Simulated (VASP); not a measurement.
# WC (NiAs type) (P6_3/mmc) in VASP: single point with PBE

Aim: the single point of WC (NiAs type) with PBE.

Everything below comes from runs of VASP 6.6.1. Logs are shortened: lines on timing, memory, paths and dates and some standing lists are left out, and cuts for length are marked.

## Step 1: The cell of the first run

Symmetry: P6_3/mmc, No. 194, hexagonal system. The conventional cell has a = 2.918 Å, b = 2.918 Å, c = 5.752 Å, α = 90.00°, β = 90.00°, γ = 120.00°. Within 3.0 Å of W (site symmetry -3m) lie 6 C at 2.21 Å and 8 W at 2.88 to 2.92 Å. Within 3.0 Å of C (site symmetry -6m2) lie 6 W at 2.21 Å and 6 C at 2.92 Å.

## Step 2: Single point, PBE

INCAR

```
ALGO = Normal ; EDIFF = 1E-6
ENCUT = 1300 ; GGA = PE
GGA_COMPAT = False ; ISIF = 2
ISMEAR = -1 ; LASPH = True
LCHARG = True ; LELF = True
LREAL = False ; LVHAR = True
LWAVE = False ; NBANDS = 26
NELM = 120 ; PREC = Accurate
SIGMA = 0.08
```

KPOINTS

```
k-points
0
Gamma
  10 10 6
```

POSCAR

```
WC
1.0
    2.9178957274      0.0000000000      0.0000000000
   -1.4589478637      2.5269718255      0.0000000000
    0.0000000000      0.0000000000      5.7517791198
W C
2 2
Direct
    0.0000000000      0.0000000000      0.0000000000
    0.0000000000      0.0000000000      0.5000000000
    0.3333333333      0.6666666667      0.2500000000
    0.6666666667      0.3333333333      0.7500000000
```

Potentials or basis: VASP PAW PBE potentials, release 64 (W_sv, C_h).

Started as:

```sh
$ cat potpaw_PBE.64/W_sv/POTCAR potpaw_PBE.64/C_h/POTCAR > POTCAR
$ mpirun -np 1 vasp_std > vasp.out
```

OUTCAR:

```text
EDIFF = 1E-6
   ENCUT = 1300
   GGA = PE
   ISIF = 2
   ISMEAR = -1
   LASPH = True
   LREAL = False
   NELM = 120
   PREC = Accurate

 ion  position               nearest neighbor table
   1  0.000  0.000  0.000-   3 2.21   4 2.21   3 2.21   4 2.21   4 2.21   3 2.21   2 2.88   2 2.88

   2  0.000  0.000  0.500-   3 2.21   4 2.21   3 2.21   4 2.21   4 2.21   3 2.21   1 2.88   1 2.88

   3  0.333  0.667  0.250-   1 2.21   2 2.21   1 2.21   2 2.21   1 2.21   2 2.21
   4  0.667  0.333  0.750-   1 2.21   2 2.21   1 2.21   2 2.21   1 2.21   2 2.21

  LATTYP: Found a hexagonal cell.
 ALAT       =     2.9178957274
 C/A-ratio  =     1.9712079036

  Lattice vectors:

 A1 = (   2.9178957274,   0.0000000000,   0.0000000000)
 A2 = (  -1.4589478637,   2.5269718255,   0.0000000000)
 A3 = (   0.0000000000,   0.0000000000,   5.7517791198)

Analysis of symmetry for initial positions (statically):
=====================================================================
 Subroutine PRICEL returns:
 Original cell was already a primitive cell.

 Routine SETGRP: Setting up the symmetry group for a
 hexagonal supercell.

 Subroutine GETGRP returns: Found 24 space group operations
 (whereof 12 operations were pure point group operations)
 out of a pool of 24 trial point group operations.

The static configuration has the point symmetry D_3d.
 The point group associated with its full space group is D_6h.

Analysis of symmetry for dynamics (positions and initial velocities):
=====================================================================
 Subroutine PRICEL returns:
 Original cell was already a primitive cell.

 Routine SETGRP: Setting up the symmetry group for a
 hexagonal supercell.

 Subroutine GETGRP returns: Found 24 space group operations
 (whereof 12 operations were pure point group operations)
 out of a pool of 24 trial point group operations.

The dynamic configuration has the point symmetry D_3d.
 The point group associated with its full space group is D_6h.

 Subroutine INISYM returns: Found 24 space group operations
 (whereof 12 operations are pure point group operations),
 and found     1 'primitive' translations

----------------------------------------------------------------------------------------

                                     Primitive cell

  volume of cell :      42.4104

  direct lattice vectors                    reciprocal lattice vectors
     2.917895727  0.000000000  0.000000000     0.342712726  0.197865285  0.000000000
    -1.458947864  2.526971825  0.000000000     0.000000000  0.395730570  0.000000000
     0.000000000  0.000000000  5.751779120     0.000000000  0.000000000  0.173859249

  length of vectors
     2.917895727  2.917895727  5.751779120     0.395730570  0.395730570  0.173859249

  position of ions in fractional coordinates (direct lattice)
     0.000000000  0.000000000  0.000000000
     0.000000000  0.000000000  0.500000000
     0.333333333  0.666666667  0.250000000
     0.666666667  0.333333333  0.750000000

  ion indices of the primitive-cell ions
   primitive index   ion index
                 1           1
                 2           2
                 3           3
                 4           4

----------------------------------------------------------------------------------------

 KPOINTS: k-points

Automatic generation of k-mesh.
 Grid dimensions read from file:
 generate k-points for:   10   10    6

 Generating k-lattice:

  Cartesian coordinates                     Fractional coordinates (reciprocal lattice)
     0.034271273  0.019786528  0.000000000     0.100000000 -0.000000000  0.000000000
     0.000000000  0.039573057  0.000000000     0.000000000  0.100000000  0.000000000
     0.000000000  0.000000000  0.028976542     0.000000000  0.000000000  0.166666667

  Length of vectors
     0.039573057  0.039573057  0.028976542

  Shift w.r.t. Gamma in fractional coordinates (k-lattice)
     0.000000000  0.000000000  0.000000000

 Subroutine IBZKPT returns following result:
 ===========================================

 Found     56 irreducible k-points:

 Following reciprocal coordinates:
            Coordinates               Weight
  0.000000  0.000000  0.000000      1.000000
  0.100000  0.000000  0.000000      6.000000
  0.200000  0.000000  0.000000      6.000000
  0.300000 -0.000000  0.000000      6.000000
  0.400000  0.000000  0.000000      6.000000
  0.500000 -0.000000  0.000000      3.000000
[... 16 lines left out ...]
  0.300000  0.100000  0.166667     24.000000
  0.400000  0.100000  0.166667     24.000000
 [... further k-points ...]
   k-points           NKPTS =     56   k-points in BZ     NKDIM =     56   number of bands    NBANDS=     26
   number of dos      NEDOS =    301   number of ions     NIONS =      4
   total plane-waves  NPLWV =  90720
   dimension x,y,z NGX =    36 NGY =   36 NGZ =   70
   dimension x,y,z NGXF=    72 NGYF=   72 NGZF=  140
   ions per type =               2   2
   NGX,Y,Z   is equivalent  to a cutoff of  20.51, 20.51, 20.23 a.u.
   NGXF,Y,Z  is equivalent  to a cutoff of  41.02, 41.02, 40.46 a.u.
 SYSTEM =  unknown system
   PREC   = accura    normal or accurate (medium, high low for compatibility)
   ISTART =      0    job   : 0-new  1-cont  2-samecut
   ICHARG =      2    charge: 1-file 2-atom 10-const
   ISPIN  =      1    spin polarized calculation?
   LNONCOLLINEAR =      F non collinear calculations
   LSORBIT =      F    spin-orbit coupling
   LASPH  =      T    aspherical Exc in radial PAW
   ENCUT  = 1300.0 eV  95.55 Ry    9.77 a.u.   8.58  8.58 16.91*2*pi/ulx,y,z
   NELM   =    120;   NELMIN=  2; NELMDL= -5     # of ELM steps
   EDIFF  = 0.1E-05   stopping-criterion for ELM
   LREAL  =      F    real-space projection
   EDIFFG = 0.1E-04   stopping-criterion for IOM
   NSW    =      0    number of steps for IOM
   IBRION =     -1    ionic relax: 0-MD 1-quasi-New 2-CG
   NFREE  =      0    steps in history (QN), initial steepest desc. (CG)
   ISIF   =      2    stress and relaxation
   ISYM   =      2    0-nonsym 1-usesym 2-fastsym
   POTIM  = 0.5000    time-step for ionic-motion
   TEBEG  =    0.0;   TEEND  =   0.0 temperature during run
   PSTRESS=    0.0 pullay stress
   NELECT =      36.0000    total number of electrons
   NUPDOWN=      -1.0000    fix difference up-down
   EMIN   =  10.00;   EMAX   =-10.00  energy-range for DOS
   EFERMI =   0.00;   METHOD = LEGACY
   ISMEAR =    -1;   SIGMA  =   0.08  broadening in eV -4-tet -1-fermi 0-gaus
   EFERMI_NEDOS =   21; number of points for ismear=-14 and -15
   IALGO  =     38    algorithm
   IMIX   =      4    mixing-type and parameters
     AMIX     =   0.40;   BMIX     =  1.00
     AMIX_MAG =   1.60;   BMIX_MAG =  1.00
  volume/ion in A,a.u.               =      10.60        71.55
  Fermi-wavevector in a.u.,A,eV,Ry     =   1.550071  2.929209 32.690984  2.402720
  Thomas-Fermi vector in A             =   2.654787
   LORBIT       =      0    0 simple, 1 ext, 2 COOP (PROOUT), +10 PAW based schemes
   GGA     = PE    functional components
   LHFCALC =     F    Hartree Fock is set to
   AEXX    =    0.0000 exact exchange contribution
   IVDW    =     0    specifies the selected vdW correction
   LEPSILON=     F    determine dielectric tensor
   LRPA    =     F    only Hartree local field effects (RPA)
 non-spin polarized calculation
  energy-cutoff  :     1300.00
  volume of cell :       42.41
 maximum number of plane-waves:      4548
 NGX is ok and might be reduce to    36
   NGX = 17   NGY = 17   NGZ = 33

 number of electron      36.0000000 magnetization

 Free energy of the ion-electron system (eV)
  ---------------------------------------------------
  ext. energy  EPLUGINS =         0.00000000
  ---------------------------------------------------
  free energy    TOTEN  =       -44.11272859 eV

  energy without entropy =      -44.08930253  energy(sigma->0) =      -44.10101556

 E-fermi :  11.3291     XC(G=0): -13.7145

 val. band max:       11.3216961125   @ k =   0.0000   0.0000   0.1667
 cond. band min:      11.3437690904   @ k =   0.1000   0.1000   0.1667
 fundamental gap:      0.0220729779
 Fermi energy:        11.3290783583

 k-point     1 :       0.0000    0.0000    0.0000
  band No.  band energies     occupation
      1     -62.8606      2.00000
      2     -62.8267      2.00000
      3     -27.4736      2.00000
      4     -26.8222      2.00000
      5     -26.7751      2.00000
      6     -26.7751      2.00000
[... 18 lines left out ...]
     25      19.2155      0.00000
     26      19.3331      0.00000

 k-point     2 :       0.1000    0.0000    0.0000
  band No.  band energies     occupation
      1     -62.8553      2.00000
      2     -62.8215      2.00000
      3     -27.4584      2.00000
      4     -26.8532      2.00000
      5     -26.8121      2.00000
      6     -26.7928      2.00000
[... 18 lines left out ...]
     25      18.7830      0.00000
     26      19.1408      0.00000

 k-point     3 :       0.2000    0.0000    0.0000
  band No.  band energies     occupation
      1     -62.8415      2.00000
      2     -62.8080      2.00000
      3     -27.4183      2.00000
      4     -27.0536      2.00000
      5     -26.9805      2.00000
      6     -26.8390      2.00000
[... 18 lines left out ...]
     25      18.0866      0.00000
     26      19.1873      0.00000

 k-point     4 :       0.3000   -0.0000    0.0000
  band No.  band energies     occupation
      1     -62.8245      2.00000
      2     -62.7913      2.00000
      3     -27.3687      2.00000
      4     -27.2931      2.00000
      5     -27.2081      2.00000
      6     -26.8955      2.00000
[... 18 lines left out ...]
     25      18.0117      0.00000
     26      19.6491      0.00000

 k-point     5 :       0.4000    0.0000    0.0000
  band No.  band energies     occupation
      1     -62.8106      2.00000
      2     -62.7777      2.00000
      3     -27.4823      2.00000
      4     -27.3872      2.00000
      5     -27.3268      2.00000
      6     -26.9408      2.00000
[... 18 lines left out ...]
     25      19.1005      0.00000
     26      20.2404      0.00000

 k-point     6 :       0.5000   -0.0000    0.0000
  band No.  band energies     occupation
      1     -62.8053      2.00000
      2     -62.7725      2.00000
      3     -27.5528      2.00000
      4     -27.4546      2.00000
      5     -27.3112      2.00000
      6     -26.9580      2.00000
[... 427 lines left out ...]
 k-point    21 :       0.1000    0.1000    0.1667
  band No.  band energies     occupation
      1     -62.8436      2.00000
      2     -62.8145      2.00000
      3     -27.3899      2.00000
      4     -26.9824      2.00000
      5     -26.9216      2.00000
      6     -26.8379      2.00000
[... 18 lines left out ...]
     25      18.2852      0.00000
     26      18.7155      0.00000

 k-point    22 :       0.2000    0.1000    0.1667
  band No.  band energies     occupation
      1     -62.8282      2.00000
      2     -62.7993      2.00000
      3     -27.3459      2.00000
      4     -27.1875      2.00000
      5     -27.1175      2.00000
      6     -26.8916      2.00000
[... 18 lines left out ...]
     25      18.3324      0.00000
     26      18.8660      0.00000

 k-point    23 :       0.3000    0.1000    0.1667
  band No.  band energies     occupation
      1     -62.8127      2.00000
      2     -62.7841      2.00000
      3     -27.3868      2.00000
      4     -27.3112      2.00000
      5     -27.2974      2.00000
      6     -26.9567      2.00000
[... 18 lines left out ...]
     25      18.9744      0.00000
     26      19.2667      0.00000

 k-point    24 :       0.4000    0.1000    0.1667
  band No.  band energies     occupation
      1     -62.8031      2.00000
      2     -62.7747      2.00000
      3     -27.5067      2.00000
      4     -27.4232      2.00000
      5     -27.2729      2.00000
      6     -26.9966      2.00000
[... 18 lines left out ...]
     25      19.1607      0.00000
     26      19.6586      0.00000

 [... further k-points ...]

------------------------ aborting loop because EDIFF is reached ----------------------------------------

  FORCE on cell =-STRESS in cart. coord.  units (eV):
  Direction    XX          YY          ZZ          XY          YZ          ZX
  --------------------------------------------------------------------------------------
  -------------------------------------------------------------------------------------
  Total        0.2365040      0.2365040      0.2509519      0.0000000     -0.0000000     -0.0000000
  in kB        8.9346329      8.9346329      9.4804457      0.0000000     -0.0000000     -0.0000000
  external PRESSURE =       9.1165705 kB  Pullay stress =       0.0000000 kB

 VOLUME and BASIS-vectors are now :
 -----------------------------------------------------------------------------
  energy-cutoff  :     1300.00
  volume of cell :       42.41
      direct lattice vectors                 reciprocal lattice vectors
     2.917895727  0.000000000  0.000000000     0.342712726  0.197865285  0.000000000
    -1.458947864  2.526971825  0.000000000     0.000000000  0.395730570  0.000000000
     0.000000000  0.000000000  5.751779120     0.000000000  0.000000000  0.173859249

 POSITION                                       TOTAL-FORCE (eV/Angst)
 -----------------------------------------------------------------------------------
      0.00000      0.00000      0.00000        -0.000000      0.000000     -0.000000
      0.00000      0.00000      2.87589        -0.000000      0.000000     -0.000000
     -0.00000      1.68465      1.43794         0.000000     -0.000000      0.000000
      1.45895      0.84232      4.31383        -0.000000      0.000000      0.000000
 -----------------------------------------------------------------------------------
    total drift:                               -0.000000      0.000000     -0.000000

  FREE ENERGIE OF THE ION-ELECTRON SYSTEM (eV)
  ---------------------------------------------------
  free  energy   TOTEN  =       -44.1127285949 eV

  energy  without entropy=      -44.0893025318  energy(sigma->0) =      -44.10101556
```

Run time: 91 s. Hardware: 1 thread of AMD EPYC 9R45 (Zen 5), shared host; peak memory 0.39 GiB.

What came out:

* Free energy: -44.1127 eV
* Pressure: 0.9 GPa
* Band gap on the k mesh: zero (bands 18 and 19 overlap by 0.63 eV)

Levels at points of the mesh, in eV from the Fermi level:
```csv
k point,band 16,band 17,band 18,band 19,band 20,band 21
"(0.00, 0.00, 0.00)",-0.84,-0.84,-0.11,-0.11,0.96,0.96
"(0.50, 0.00, 0.00)",-2.44,-1.91,-0.37,2.03,3.75,4.18
"(0.00, 0.00, 0.50)",-2.90,0.41,0.41,0.71,0.71,0.71
"(0.50, 0.00, 0.50)",-3.06,-1.86,-1.86,3.94,3.94,4.10
```

Caveat: spin-orbit coupling is left out, which moves the levels of the heavy elements.

The gap in the log of VASP goes by the Fermi energy; the results here count the filled bands.